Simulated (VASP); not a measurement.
# Mg16HO16 (a cell with a defect) in VASP: single point with PBE

Aim: the single point of Mg16HO16 (a cell with a defect) with PBE.

Program: VASP 6.6.1. These are calculated values, not measurements. Logs are shortened: lines on timing, memory, paths and dates and some standing lists are left out, and cuts for length are marked.

## (1) The cell of the first run

The cell holds a defect, 33 atoms: a = 7.367 Å, b = 7.367 Å, c = 7.367 Å, α = 109.47°, β = 109.47°, γ = 109.47°.

## (2) Single point, PBE

Input file INCAR:

```
ALGO = Normal ; EDIFF = 1E-6
ENCUT = 520 ; GGA = PE
ISIF = 2 ; ISMEAR = 0
LASPH = True ; LCHARG = False
LREAL = Auto ; LWAVE = False
NBANDS = 86 ; NELECT = 128.0
NELM = 100 ; PREC = Accurate
SIGMA = 0.02
```

Input file KPOINTS:

```
Automatic mesh
0
Gamma
  2 2 2
  0.5 0.5 0.5
```

Input file POSCAR:

```
Mg16HO16
1.0
   -4.2535896552     -4.2535896552      4.2535896552
    4.2535896552      4.2535896552      4.2535896552
   -4.2535896552      4.2535896552     -4.2535896552
Mg O H
16 16 1
Direct
    0.7431869469      0.4963268438      0.7483967064
   -0.0053510588      0.5009776973      0.4982671648
    0.7481278842      0.7510951396      0.5014873891
    0.2596153462      0.5270129290      0.2773702561
   -0.0053497237      0.7479033467      0.2514582404
    0.7432346883     -0.0019578137      0.2467815406
    0.5010931004      0.5060043768     -0.0001235299
    0.2465545888      0.7478758114     -0.0001113742
   -0.0177561659     -0.0278074035     -0.0001413470
    0.7483112767      0.2494929271     -0.0001151489
    0.4962976387      0.7511017172      0.7531334827
    0.2445823080     -0.0070861782      0.7433016836
   -0.0176921329      0.2494979998      0.7227537128
    0.4963346489      0.0027289067      0.5015365304
    0.2465807079      0.2494906886      0.4982337266
    0.5011001537      0.2494829461      0.2563868798
    0.0011655298      0.4947808160     -0.0002147431
    0.2447974175      0.4983684178      0.7480441979
   -0.0040920657      0.7488475760      0.7510695632
    0.4966038116      0.5013685479      0.5006546752
    0.2471453443      0.7540690150      0.5044799037
   -0.0040696589      0.0006656960      0.4992474130
    0.7434336087      0.4980084964      0.2484041102
    0.4965307928      0.7501384287      0.2517049555
    0.2447804687     -0.0024043685      0.2488251784
    0.0011839808      0.2494273465      0.2451239702
    0.7426315089      0.7449609131     -0.0000811999
    0.4949212835      0.0009994541     -0.0001201150
    0.2470384927      0.2495163377      0.0001817775
    0.7556941201      0.0040406375      0.7543838510
    0.4949193044      0.2494969322      0.7514408434
    0.7426587646      0.2495041355      0.4953858311
    0.1138086831      0.2498839684      0.0006986736
```

Potentials or basis: VASP PAW PBE potentials, release 64 (Mg, O, H).

The run is started by

```console
$ cat potpaw_PBE.64/Mg/POTCAR potpaw_PBE.64/O/POTCAR potpaw_PBE.64/H/POTCAR > POTCAR
$ mpirun -np 1 vasp_std > vasp.out
```

OUTCAR:

```text
EDIFF = 1E-6
   ENCUT = 520
   GGA = PE
   ISIF = 2
   ISMEAR = 0
   LASPH = True
   LREAL = Auto
   NELECT = 128.0
   NELM = 100
   PREC = Accurate

 ion  position               nearest neighbor table
   1  0.743  0.496  0.748-  31 2.12  32 2.12  20 2.12  27 2.13  19 2.14  17 2.17   9 2.86  13 2.93
                            16 2.96  14 2.97   7 2.97  15 2.99  10 3.00   2 3.02  11 3.02   3 3.02
   2  0.995  0.501  0.498-  23 2.12  21 2.12  19 2.12  32 2.13  18 2.14  26 2.17  13 2.86   4 2.93
                            12 2.96  16 2.97   5 2.97   3 2.99  10 3.00   1 3.02   8 3.02  11 3.02
   3  0.748  0.751  0.501-  30 2.12  19 2.13  22 2.13  20 2.13  24 2.13  23 2.13   4 2.94  12 2.99
                             5 2.99   2 2.99   9 3.00  13 3.00   7 3.02  16 3.02   6 3.02   1 3.02
   4  0.260  0.527  0.277-  33 1.94  21 1.99  24 2.07  20 2.07  26 2.15  17 2.15  29 2.31  14 2.86
                            11 2.86   5 2.93   2 2.93   3 2.94   8 3.00  15 3.00  10 3.08   7 3.13
   5  0.995  0.748  0.251-  23 2.12  22 2.12  21 2.12  27 2.13  25 2.14  17 2.18   9 2.86   4 2.93
                            12 2.96   7 2.97   2 2.97   3 2.99  10 3.00   6 3.02  15 3.02  14 3.02
   6  0.743  0.998  0.247-  28 2.12  27 2.12  24 2.13  32 2.13  22 2.14  26 2.17  13 2.86   9 2.93
                             7 2.96  11 2.97  16 2.97   8 2.99  10 3.00   5 3.02   3 3.02  14 3.02
   7  0.501  0.506  1.000-  27 2.04  31 2.12  23 2.12  18 2.13  24 2.13  29 2.17  11 2.96   6 2.96
                             5 2.97   1 2.97   8 2.99   3 3.02  15 3.02  10 3.03  16 3.09  12 3.09
   8  0.247  0.748  1.000-  17 2.12  24 2.12  18 2.13  25 2.13  19 2.13  28 2.13   9 2.94   7 2.99
                            11 2.99   6 2.99   4 3.00  13 3.00   2 3.02  16 3.02  12 3.02  14 3.02
   9  0.982  0.972  1.000-  33 1.95  27 1.99  19 2.07  25 2.07  26 2.15  30 2.15  29 2.31   1 2.86
[... 12 lines left out ...]
                            14 2.99   1 2.99   9 3.00   4 3.00   5 3.02  11 3.02   7 3.02  12 3.02
  16  0.501  0.249  0.256-  32 2.04  28 2.12  23 2.12  25 2.13  20 2.13  29 2.17  14 2.96   1 2.96
                             2 2.97   6 2.97  15 2.99   8 3.02   3 3.02  10 3.03   7 3.09  12 3.09
  17  0.001  0.495  1.000-  10 2.12   8 2.12  13 2.15   4 2.15   1 2.17   5 2.18
  18  0.245  0.498  0.748-  13 2.07  11 2.12   8 2.13  15 2.13   7 2.13   2 2.14
  19  0.996  0.749  0.751-   9 2.07   2 2.12   3 2.13   8 2.13  12 2.13   1 2.14
  20  0.497  0.501  0.501-   4 2.07   1 2.12  15 2.12   3 2.13  16 2.13  11 2.14
  21  0.247  0.754  0.504-   4 1.99  12 2.04   5 2.12   2 2.12  11 2.13  14 2.13
  22  0.996  0.001  0.499-  13 2.07   5 2.12   3 2.13  15 2.13  12 2.13   6 2.14
  23  0.743  0.498  0.248-   5 2.12   2 2.12  16 2.12   7 2.12   3 2.13  10 2.14
  24  0.497  0.750  0.252-   4 2.07   8 2.12   6 2.13   3 2.13   7 2.13  14 2.14
  25  0.245  0.998  0.249-   9 2.07  14 2.12  15 2.12   8 2.13  16 2.13   5 2.14
  26  0.001  0.249  0.245-  10 2.12  15 2.12   9 2.15   4 2.15   6 2.17   2 2.17
  27  0.743  0.745  1.000-   9 1.99   7 2.04  11 2.12   6 2.12   5 2.13   1 2.13
  28  0.495  0.001  1.000-  11 2.12   6 2.12  16 2.12  12 2.12   8 2.13  10 2.13
  29  0.247  0.250  0.000-  33 0.98  16 2.17   7 2.17  12 2.17   9 2.31   4 2.31  13 2.31
  30  0.756  0.004  0.754-   3 2.12  10 2.12  13 2.15   9 2.15  14 2.17  11 2.17
  31  0.495  0.249  0.751-  14 2.12   1 2.12   7 2.12  12 2.12  15 2.13  10 2.13
  32  0.743  0.250  0.495-  13 1.99  16 2.04  14 2.12   1 2.12   2 2.13   6 2.13
  33  0.114  0.250  0.001-  29 0.98   4 1.94   9 1.95  13 1.95

  LATTYP: Found a body centered cubic cell.
 ALAT       =     8.5071793104

  Lattice vectors:

 A1 = (  -4.2535896552,  -4.2535896552,   4.2535896552)
 A2 = (   4.2535896552,   4.2535896552,   4.2535896552)
 A3 = (  -4.2535896552,   4.2535896552,  -4.2535896552)

Analysis of symmetry for initial positions (statically):
=====================================================================
 Subroutine PRICEL returns:
 Original cell was already a primitive cell.

 Routine SETGRP: Setting up the symmetry group for a
 body centered cubic supercell.

 Subroutine GETGRP returns: Found  1 space group operations
 (whereof  1 operations were pure point group operations)
 out of a pool of 48 trial point group operations.

The static configuration has the point symmetry C_1 .

Analysis of symmetry for dynamics (positions and initial velocities):
=====================================================================
 Subroutine PRICEL returns:
 Original cell was already a primitive cell.

 Routine SETGRP: Setting up the symmetry group for a
 body centered cubic supercell.

 Subroutine GETGRP returns: Found  1 space group operations
 (whereof  1 operations were pure point group operations)
 out of a pool of 48 trial point group operations.

The dynamic configuration has the point symmetry C_1 .

[... 96 lines left out ...]

 Generating k-lattice:

  Cartesian coordinates                     Fractional coordinates (reciprocal lattice)
    -0.058773888  0.000000000  0.058773888     0.500000000  0.000000000  0.000000000
     0.000000000  0.058773888  0.058773888     0.000000000  0.500000000  0.000000000
    -0.058773888  0.058773888  0.000000000     0.000000000  0.000000000  0.500000000

  Length of vectors
     0.083118829  0.083118829  0.083118829

  Shift w.r.t. Gamma in fractional coordinates (k-lattice)
     0.500000000  0.500000000  0.500000000

 Subroutine IBZKPT returns following result:
 ===========================================

 Found      4 irreducible k-points:

 Following reciprocal coordinates:
            Coordinates               Weight
  0.250000  0.250000  0.250000      2.000000
 -0.250000  0.250000  0.250000      2.000000
  0.250000 -0.250000  0.250000      2.000000
  0.250000  0.250000 -0.250000      2.000000
   k-points           NKPTS =      4   k-points in BZ     NKDIM =      4   number of bands    NBANDS=     86
   number of dos      NEDOS =    301   number of ions     NIONS =     33
   total plane-waves  NPLWV = 175616
   dimension x,y,z NGX =    56 NGY =   56 NGZ =   56
   dimension x,y,z NGXF=   112 NGYF=  112 NGZF=  112
   ions per type =              16  16   1
   NGX,Y,Z   is equivalent  to a cutoff of  12.64, 12.64, 12.64 a.u.
   NGXF,Y,Z  is equivalent  to a cutoff of  25.27, 25.27, 25.27 a.u.
 SYSTEM =  unknown system
   PREC   = accura    normal or accurate (medium, high low for compatibility)
   ISTART =      0    job   : 0-new  1-cont  2-samecut
   ICHARG =      2    charge: 1-file 2-atom 10-const
   ISPIN  =      1    spin polarized calculation?
   LNONCOLLINEAR =      F non collinear calculations
   LSORBIT =      F    spin-orbit coupling
   LASPH  =      T    aspherical Exc in radial PAW
   ENCUT  =  520.0 eV  38.22 Ry    6.18 a.u.  13.70 13.70 13.70*2*pi/ulx,y,z
   NELM   =    100;   NELMIN=  2; NELMDL= -5     # of ELM steps
   EDIFF  = 0.1E-05   stopping-criterion for ELM
   LREAL  =      T    real-space projection
   EDIFFG = 0.1E-04   stopping-criterion for IOM
   NSW    =      0    number of steps for IOM
   IBRION =     -1    ionic relax: 0-MD 1-quasi-New 2-CG
   NFREE  =      0    steps in history (QN), initial steepest desc. (CG)
   ISIF   =      2    stress and relaxation
   ISYM   =      2    0-nonsym 1-usesym 2-fastsym
   POTIM  = 0.5000    time-step for ionic-motion
   TEBEG  =    0.0;   TEEND  =   0.0 temperature during run
   PSTRESS=    0.0 pullay stress
   NELECT =     128.0000    total number of electrons
   NUPDOWN=      -1.0000    fix difference up-down
   EMIN   =  10.00;   EMAX   =-10.00  energy-range for DOS
   EFERMI =   0.00;   METHOD = LEGACY
   ISMEAR =     0;   SIGMA  =   0.02  broadening in eV -4-tet -1-fermi 0-gaus
   EFERMI_NEDOS =   21; number of points for ismear=-14 and -15
   IALGO  =     38    algorithm
   IMIX   =      4    mixing-type and parameters
     AMIX     =   0.40;   BMIX     =  1.00
     AMIX_MAG =   1.60;   BMIX_MAG =  1.00
  volume/ion in A,a.u.               =       9.33        62.95
  Fermi-wavevector in a.u.,A,eV,Ry     =   1.221901  2.309057 20.314059  1.493041
  Thomas-Fermi vector in A             =   2.357067
   LORBIT       =      0    0 simple, 1 ext, 2 COOP (PROOUT), +10 PAW based schemes
   GGA     = PE    functional components
   LHFCALC =     F    Hartree Fock is set to
   AEXX    =    0.0000 exact exchange contribution
   IVDW    =     0    specifies the selected vdW correction
   LEPSILON=     F    determine dielectric tensor
   LRPA    =     F    only Hartree local field effects (RPA)
 non-spin polarized calculation
 Gauss-broadening in eV      SIGMA  =   0.02
  energy-cutoff  :      520.00
  volume of cell :      307.84
 maximum number of plane-waves:      8280
 NGX is ok and might be reduce to    54
   NGX = 27   NGY = 27   NGZ = 27

 number of electron     127.9999998 magnetization

 Free energy of the ion-electron system (eV)
  ---------------------------------------------------
  ext. energy  EPLUGINS =         0.00000000
  ---------------------------------------------------
  free energy    TOTEN  =      -197.58172549 eV

  energy without entropy =     -197.58172549  energy(sigma->0) =     -197.58172549

 E-fermi :   2.9526     XC(G=0): -10.9273

 val. band max:        2.7961343965   @ k =   0.2500  -0.2500   0.2500
 cond. band min:       8.4645766734   @ k =   0.2500  -0.2500   0.2500
 fundamental gap:      5.6684422769
 Fermi energy:         2.9525744008

 k-point     1 :       0.2500    0.2500    0.2500
  band No.  band energies     occupation
      1     -16.6068      2.00000
      2     -13.5456      2.00000
      3     -13.5455      2.00000
      4     -13.5356      2.00000
      5     -13.2166      2.00000
      6     -12.8909      2.00000
[... 305 lines left out ...]
     75      12.3488      0.00000
     76      12.7806      0.00000
 [bands above 76 left out]

------------------------ aborting loop because EDIFF is reached ----------------------------------------

  FORCE on cell =-STRESS in cart. coord.  units (eV):
  Direction    XX          YY          ZZ          XY          YZ          ZX
  --------------------------------------------------------------------------------------
  -------------------------------------------------------------------------------------
  Total       -4.6167818     -4.5676447     -4.5935675     -1.7424592      1.7627471      1.7215699
  in kB      -24.0283068    -23.7725699    -23.9074864     -9.0687293      9.1743186      8.9600097
  external PRESSURE =     -23.9027877 kB  Pullay stress =       0.0000000 kB

 VOLUME and BASIS-vectors are now :
 -----------------------------------------------------------------------------
  energy-cutoff  :      520.00
  volume of cell :      307.84
      direct lattice vectors                 reciprocal lattice vectors
    -4.253589655 -4.253589655  4.253589655    -0.117547775  0.000000000  0.117547775
     4.253589655  4.253589655  4.253589655     0.000000000  0.117547775  0.117547775
    -4.253589655  4.253589655 -4.253589655    -0.117547775  0.117547775  0.000000000

 POSITION                                       TOTAL-FORCE (eV/Angst)
 -----------------------------------------------------------------------------------
     -4.23341      2.13333      2.08901         0.007249     -0.000628     -0.000405
     -4.21930      0.01955      4.24236         0.002386      0.007147      0.003397
     -2.12050      2.14574      4.24396        -0.002062     -0.011183      0.001171
     -0.04242      2.31722      2.16617        -0.009064      0.015570      0.008800
     -2.11916      0.02004      6.34251        -0.002316      0.002281     -0.001489
      0.03414      2.13355      6.35697         0.002631     -0.002559     -0.010461
[... 25 lines left out ...]
     -4.20485      0.00949      2.11309         0.004854     -0.004430      0.004171
      0.57584      0.58178      1.54403         0.085176      0.072067     -0.077755
 -----------------------------------------------------------------------------------
    total drift:                               -0.012466     -0.005057      0.015605

  FREE ENERGIE OF THE ION-ELECTRON SYSTEM (eV)
  ---------------------------------------------------
  free  energy   TOTEN  =      -197.5817254928 eV

  energy  without entropy=     -197.5817254928  energy(sigma->0) =     -197.58172549
```

Wall time 2.7 min (1 thread of Intel Xeon 6975P-C (Granite Rapids), shared host); peak memory 0.43 GiB.

Results:

* Free energy: -197.5817 eV
* Largest force: 0.149 eV/Å

Forces in eV/Å, atoms in the order of the input:
```
Mg   0.007 -0.001  0.000
Mg   0.002  0.007  0.003
Mg  -0.002 -0.011  0.001
Mg  -0.009  0.016  0.009
Mg  -0.002  0.002 -0.001
Mg   0.003 -0.003 -0.010
Mg  -0.012 -0.008 -0.014
Mg  -0.002  0.000  0.014
Mg  -0.006 -0.011 -0.020
Mg   0.013  0.009 -0.012
Mg   0.000  0.000  0.001
Mg  -0.009  0.019  0.007
Mg   0.016 -0.008  0.004
Mg   0.000  0.000 -0.001
Mg  -0.015  0.002  0.000
Mg   0.010 -0.007  0.008
O   -0.003  0.008 -0.006
O    0.005 -0.003 -0.008
O   -0.005 -0.001 -0.006
O    0.002  0.002  0.001
O   -0.002  0.002  0.000
O    0.007  0.002  0.004
O   -0.003 -0.008  0.003
O   -0.003  0.005  0.003
O    0.008 -0.003 -0.002
O    0.003  0.007  0.001
O   -0.003 -0.002 -0.002
O   -0.004  0.001  0.005
O   -0.077 -0.092  0.089
O   -0.004  0.009 -0.001
O   -0.005 -0.001  0.004
O    0.005 -0.004  0.004
H    0.085  0.072 -0.078
```

Levels at points of the mesh, in eV from the Fermi level:
| k point | band 62 | band 63 | band 64 | band 65 | band 66 | band 67 |
| --- | --- | --- | --- | --- | --- | --- |
| (0.25, 0.25, 0.25) | -0.21 | -0.20 | -0.20 | 6.12 | 6.90 | 6.90 |

Caveat: the cell carries a net charge on a neutralising background, which shifts energy and pressure; the cell is charged against a uniform background, so pressure and absolute levels hang on convention.
